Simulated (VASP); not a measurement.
A run of VASP 6.6.1 is set up as follows.

Contents of INCAR:

```
SYSTEM = BN
PREC = Accurate
ENCUT = 600
EDIFF = 1E-6
ISMEAR = 0
SIGMA = 0.01
LREAL = .False.
LASPH = .True.
NELM = 120
ALGO = Normal
ISIF = 2
LWAVE = .False.
LCHARG = .False.
GGA = PS
NBANDS = 11
GGA_COMPAT = .False.
```

Contents of KPOINTS:

```
regular mesh
0
Gamma
  10 10 10
  0 0 0
```

Contents of POSCAR:

```
BN
1.0
    0.0000000000      1.6780271951      1.6780271951
    1.6780271951      0.0000000000      1.6780271951
    1.6780271951      1.6780271951      0.0000000000
B N
1 1
Direct
    0.0000000000      0.0000000000      0.0000000000
    0.2500000000      0.2500000000      0.2500000000
```

Potentials or basis: VASP PAW PBE potentials, release 64 (B, N).

The run is started by

```sh
$ cat potpaw_PBE.64/B/POTCAR potpaw_PBE.64/N/POTCAR > POTCAR
$ mpirun -np 1 vasp_std > vasp.out
```

Question: Estimate the pressure.

Answer: 123.6 GPa.

Question: What does it give for the band gap on the k mesh?

Answer: 4.48 eV, indirect (least direct gap 9.81 eV).

Caveat: the PAW data sets were made with another functional, which shifts forces and pressure a little. A k mesh can miss the band edges.
